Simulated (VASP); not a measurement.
# LuAl2Sn2 in VASP: single point with PBEsol

Aim: the single point of LuAl2Sn2 with PBEsol.

Everything below comes from runs of VASP 6.6.1. Logs are shortened: lines on timing, memory, paths and dates and some standing lists are left out, and cuts for length are marked.

## Step 1: The cell of the first run

The typed cell holds 5 atoms: a = 4.358 Å, b = 4.358 Å, c = 6.930 Å, α = 90.00°, β = 90.00°, γ = 120.00°.

## Step 2: Single point, PBEsol

INCAR reads:

```
SYSTEM = LuAl2Sn2
PREC = Accurate
ENCUT = 520
EDIFF = 1E-7
ISMEAR = -1
SIGMA = 0.1
LREAL = .False.
LASPH = .True.
NELM = 100
ALGO = Normal
ISIF = 2
LWAVE = .False.
LCHARG = .True.
GGA = PS
LELF = .True.
LVHAR = .True.
NBANDS = 38
```

KPOINTS reads:

```
regular mesh
0
Gamma
  9 9 5
  0 0 0
```

POSCAR reads:

```
LuAl2Sn2
1.0
    4.3579130000      0.0000000000      0.0000000000
   -2.1789560000      3.7740680000      0.0000000000
    0.0000000000      0.0000000000      6.9297100000
Al Lu Sn
2 1 2
Direct
    0.3333000000      0.6667000000      0.6415000000
    0.6667000000      0.3333000000      0.3585000000
    0.0000000000      0.0000000000      0.0000000000
    0.3333000000      0.6667000000      0.2513700000
    0.6667000000      0.3333000000      0.7486300000
```

Potentials or basis: VASP PAW PBE potentials, release 64 (Al, Lu, Sn_d).

Run with:

```sh
cat potpaw_PBE.64/Al/POTCAR potpaw_PBE.64/Lu/POTCAR potpaw_PBE.64/Sn_d/POTCAR > POTCAR
mpirun -np 1 vasp_std > vasp.out
```

OUTCAR:

```text
SYSTEM = LuAl2Sn2
   PREC = Accurate
   ENCUT = 520
   EDIFF = 1E-7
   ISMEAR = -1
   LREAL = .False.
   LASPH = .True.
   NELM = 100
   ISIF = 2
   GGA = PS

 ion  position               nearest neighbor table
   1  0.333  0.667  0.642-   5 2.62   5 2.62   5 2.62   4 2.70   2 3.19   2 3.19   2 3.19   3 3.54
                             3 3.54   3 3.54
   2  0.667  0.333  0.358-   4 2.62   4 2.62   4 2.62   5 2.70   1 3.19   1 3.19   1 3.19   3 3.54
                             3 3.54   3 3.54
   3  0.000  0.000  0.000-   4 3.06   5 3.06   5 3.06   4 3.06   5 3.06   4 3.06   1 3.54   2 3.54
                             1 3.54   2 3.54   2 3.54   1 3.54
   4  0.333  0.667  0.251-   2 2.62   2 2.62   2 2.62   1 2.70   3 3.06   3 3.06   3 3.06
   5  0.667  0.333  0.749-   1 2.62   1 2.62   1 2.62   2 2.70   3 3.06   3 3.06   3 3.06

  LATTYP: Found a hexagonal cell.
 ALAT       =     4.3579130000
 C/A-ratio  =     1.5901441814

  Lattice vectors:

 A1 = (   4.3579130000,   0.0000000000,   0.0000000000)
 A2 = (  -2.1789560000,   3.7740680000,   0.0000000000)
 A3 = (   0.0000000000,   0.0000000000,   6.9297100000)

Analysis of symmetry for initial positions (statically):
=====================================================================
 Subroutine PRICEL returns:
 Original cell was already a primitive cell.

 Routine SETGRP: Setting up the symmetry group for a
 hexagonal supercell.

 Subroutine GETGRP returns: Found  4 space group operations
 (whereof  4 operations were pure point group operations)
 out of a pool of 24 trial point group operations.

The static configuration has the point symmetry C_2h.

Analysis of symmetry for dynamics (positions and initial velocities):
=====================================================================
 Subroutine PRICEL returns:
 Original cell was already a primitive cell.

 Routine SETGRP: Setting up the symmetry group for a
 hexagonal supercell.

 Subroutine GETGRP returns: Found  4 space group operations
 (whereof  4 operations were pure point group operations)
 out of a pool of 24 trial point group operations.

The dynamic configuration has the point symmetry C_2h.

 Subroutine INISYM returns: Found  4 space group operations
 (whereof  4 operations are pure point group operations),
 and found     1 'primitive' translations

----------------------------------------------------------------------------------------

                                     Primitive cell

  volume of cell :     113.9734

[... 90 lines left out ...]
   LSORBIT =      F    spin-orbit coupling
   LASPH  =      T    aspherical Exc in radial PAW
   ENCUT  =  520.0 eV  38.22 Ry    6.18 a.u.   8.10  8.10 12.88*2*pi/ulx,y,z
   NELM   =    100;   NELMIN=  2; NELMDL= -5     # of ELM steps
   EDIFF  = 0.1E-06   stopping-criterion for ELM
   LREAL  =      F    real-space projection
   EDIFFG = 0.1E-05   stopping-criterion for IOM
   NSW    =      0    number of steps for IOM
   IBRION =     -1    ionic relax: 0-MD 1-quasi-New 2-CG
   NFREE  =      0    steps in history (QN), initial steepest desc. (CG)
   ISIF   =      2    stress and relaxation
   ISYM   =      2    0-nonsym 1-usesym 2-fastsym
   POTIM  = 0.5000    time-step for ionic-motion
   TEBEG  =    0.0;   TEEND  =   0.0 temperature during run
   PSTRESS=    0.0 pullay stress
   NELECT =      59.0000    total number of electrons
   NUPDOWN=      -1.0000    fix difference up-down
   EMIN   =  10.00;   EMAX   =-10.00  energy-range for DOS
   EFERMI =   0.00;   METHOD = LEGACY
   ISMEAR =    -1;   SIGMA  =   0.10  broadening in eV -4-tet -1-fermi 0-gaus
   EFERMI_NEDOS =   21; number of points for ismear=-14 and -15
   IALGO  =     38    algorithm
   IMIX   =      4    mixing-type and parameters
     AMIX     =   0.40;   BMIX     =  1.00
     AMIX_MAG =   1.60;   BMIX_MAG =  1.00
  volume/ion in A,a.u.               =      22.79       153.83
  Fermi-wavevector in a.u.,A,eV,Ry     =   1.314491  2.484028 23.509336  1.727887
  Thomas-Fermi vector in A             =   2.444740
   LORBIT       =      0    0 simple, 1 ext, 2 COOP (PROOUT), +10 PAW based schemes
   GGA     = PS    functional components
   LHFCALC =     F    Hartree Fock is set to
   AEXX    =    0.0000 exact exchange contribution
   IVDW    =     0    specifies the selected vdW correction
   LEPSILON=     F    determine dielectric tensor
   LRPA    =     F    only Hartree local field effects (RPA)
 non-spin polarized calculation
  energy-cutoff  :      520.00
  volume of cell :      113.97
 maximum number of plane-waves:      3085
   NGX = 17   NGY = 17   NGZ = 25

 number of electron      58.9999988 magnetization

 Free energy of the ion-electron system (eV)
  ---------------------------------------------------
  ext. energy  EPLUGINS =         0.00000000
  ---------------------------------------------------
  free energy    TOTEN  =       -22.14798919 eV

  energy without entropy =      -22.08330905  energy(sigma->0) =      -22.11564912

 E-fermi :   7.0366     XC(G=0): -10.4700

 val. band max:        6.9894112499   @ k =   0.0000   0.2222   0.4000
 cond. band min:       7.0372808095   @ k =  -0.1111   0.1111   0.2000
 fundamental gap:      0.0478695596
 Fermi energy:         7.0365789333

 k-point     1 :       0.0000    0.0000    0.0000
  band No.  band energies     occupation
      1     -50.0248      2.00000
      2     -20.6958      2.00000
      3     -20.6957      2.00000
      4     -20.6941      2.00000
      5     -14.4680      2.00000
      6     -14.4679      2.00000
[... 973 lines left out ...]
     37      11.5606      0.00000
     38      12.0406      0.00000

 [... further k-points ...]
[... 5 lines left out ...]
  --------------------------------------------------------------------------------------
  -------------------------------------------------------------------------------------
  Total        4.4019447      4.4099878      0.9994233      0.0069568      0.0014697     -0.0025456
  in kB       61.8802165     61.9932831     14.0493657      0.0977951      0.0206604     -0.0357853
  external PRESSURE =      45.9742885 kB  Pullay stress =       0.0000000 kB

 VOLUME and BASIS-vectors are now :
 -----------------------------------------------------------------------------
  energy-cutoff  :      520.00
  volume of cell :      113.97
      direct lattice vectors                 reciprocal lattice vectors
     4.357913000  0.000000000  0.000000000     0.229467637  0.132483009  0.000000000
    -2.178956000  3.774068000  0.000000000     0.000000000  0.264966079  0.000000000
     0.000000000  0.000000000  6.929710000     0.000000000  0.000000000  0.144306183

 POSITION                                       TOTAL-FORCE (eV/Angst)
 -----------------------------------------------------------------------------------
     -0.00022      2.51617      4.44541         0.003081     -0.001779      0.155556
      2.17917      1.25790      2.48430        -0.003081      0.001779     -0.155556
      0.00000      0.00000      0.00000         0.000000      0.000000      0.000000
     -0.00022      2.51617      1.74192         0.003734     -0.002156     -0.607279
      2.17917      1.25790      5.18779        -0.003734      0.002156      0.607279
 -----------------------------------------------------------------------------------
    total drift:                                0.000000     -0.000000     -0.000000

  FREE ENERGIE OF THE ION-ELECTRON SYSTEM (eV)
  ---------------------------------------------------
  free  energy   TOTEN  =       -22.1479891942 eV

  energy  without entropy=      -22.0833090524  energy(sigma->0) =      -22.11564912
```

Wall time 6.8 min (1 thread of Intel Xeon Platinum 8259CL at 2.50GHz (Skylake/Cascade Lake), shared host); peak memory 0.58 GiB.

Results:

```
Free energy            : -22.1480 eV
Pressure               : 4.6 GPa
Largest force          : 0.607 eV/Å
Band gap on the k mesh : zero (an odd number of electrons rules out a gap without spin polarisation)
```

Forces on the atoms (eV/Å):
```
Al   0.003 -0.002  0.156
Al  -0.003  0.002 -0.156
Lu   0.000  0.000  0.000
Sn   0.004 -0.002 -0.607
Sn  -0.004  0.002  0.607
```

Stress tensor (GPa, compression positive):
```
6.19 0.01 0.00
0.01 6.20 0.00
0.00 0.00 1.40
```

Caveat: the cell stands under pressure; the PAW data sets were made with another functional, which shifts forces and pressure a little; spin-orbit coupling is left out, which moves the levels of the heavy elements.

The gap in the log of VASP goes by the Fermi energy; the results here count the filled bands.